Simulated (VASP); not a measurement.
A run of VASP 6.6.1 is set up as follows.

File INCAR:

```
SYSTEM = Li27H26
ALGO     = Normal         ! electronic algorithm
EDIFF    = 1E-6           ! SCF threshold, eV
ENCUT    = 520            ! plane-wave cutoff, eV
GGA      = PE             ! functional
ISIF     = 2              ! what is computed and relaxed
ISMEAR   = -1             ! smearing method
LASPH    = .True.         ! aspherical terms in the spheres
LCHARG   = .False.        ! write CHGCAR
LREAL    = Auto         
LWAVE    = .False.        ! write WAVECAR
NBANDS   = 86             ! bands
NELECT   = 106.0        
NELM     = 60             ! most SCF steps
PREC     = Accurate       ! precision mode
SIGMA    = 0.01           ! smearing width, eV
```

File KPOINTS:

```
k-points
0
Gamma
  3 3 3
  0 0 0
```

File POSCAR:

```
Li27H26
1.0
    0.0000000000      6.0258581757      6.0258581757
    6.0258581757      0.0000000000      6.0258581757
    6.0258581757      6.0258581757      0.0000000000
Li H
27 26
Direct
    0.0000886849      0.0000886849      0.0000886849
   -0.0155096980     -0.0155096980      0.3488430313
    0.0000886849      0.0000886849      0.6664006119
   -0.0155096980      0.3488430313     -0.0155096980
   -0.0155096980      0.3488430313      0.3488430313
    0.0000593086      0.3332740248      0.6666666667
    0.0000886849      0.6664006119      0.0000886849
    0.0000593086      0.6666666667      0.3332740248
    0.0000593086      0.6666666667      0.6666666667
    0.3488430313     -0.0155096980     -0.0155096980
    0.3488430313     -0.0155096980      0.3488430313
    0.3332740248      0.0000593086      0.6666666667
    0.3488430313      0.3488430313     -0.0155096980
    0.3332446484      0.3332446484      0.3332446484
    0.3332446484      0.3332446484      0.6669327215
    0.3332740248      0.6666666667      0.0000593086
    0.3332446484      0.6669327215      0.3332446484
    0.3332740248      0.6666666667      0.6666666667
    0.6664006119      0.0000886849      0.0000886849
    0.6666666667      0.0000593086      0.3332740248
    0.6666666667      0.0000593086      0.6666666667
    0.6666666667      0.3332740248      0.0000593086
    0.6669327215      0.3332446484      0.3332446484
    0.6666666667      0.3332740248      0.6666666667
    0.6666666667      0.6666666667      0.0000593086
    0.6666666667      0.6666666667      0.3332740248
    0.6666666667      0.6666666667      0.6666666667
    0.1666666667      0.1666666667      0.4936052129
    0.1666666667      0.1666666667      0.8397281204
    0.1666666667      0.4936052129      0.1666666667
    0.1660717865      0.5001982934      0.5001982934
    0.1666666667      0.4936052129      0.8397281204
    0.1666666667      0.8397281204      0.1666666667
    0.1666666667      0.8397281204      0.4936052129
    0.1672615468      0.8331350400      0.8331350400
    0.4936052129      0.1666666667      0.1666666667
    0.5001982934      0.1660717865      0.5001982934
    0.4936052129      0.1666666667      0.8397281204
    0.5001982934      0.5001982934      0.1660717865
    0.5001982934      0.5001982934      0.5001982934
    0.5016220338      0.5016220338      0.8317112996
    0.4936052129      0.8397281204      0.1666666667
    0.5016220338      0.8317112996      0.5016220338
    0.5016220338      0.8317112996      0.8317112996
    0.8397281204      0.1666666667      0.1666666667
    0.8397281204      0.1666666667      0.4936052129
    0.8331350400      0.1672615468      0.8331350400
    0.8397281204      0.4936052129      0.1666666667
    0.8317112996      0.5016220338      0.5016220338
    0.8317112996      0.5016220338      0.8317112996
    0.8331350400      0.8331350400      0.1672615468
    0.8317112996      0.8317112996      0.5016220338
    0.8331350400      0.8331350400      0.8331350400
```

Potentials or basis: VASP PAW PBE potentials, release 64 (Li_sv, H).

Command:

```console
$ cat potpaw_PBE.64/Li_sv/POTCAR potpaw_PBE.64/H/POTCAR > POTCAR
$ mpirun -np 1 vasp_std > vasp.out
```

(1) Predict the largest force.

## Answers

(1) 0.020 eV/Å.

Caveat: the cell carries a net charge on a neutralising background, which shifts energy and pressure.
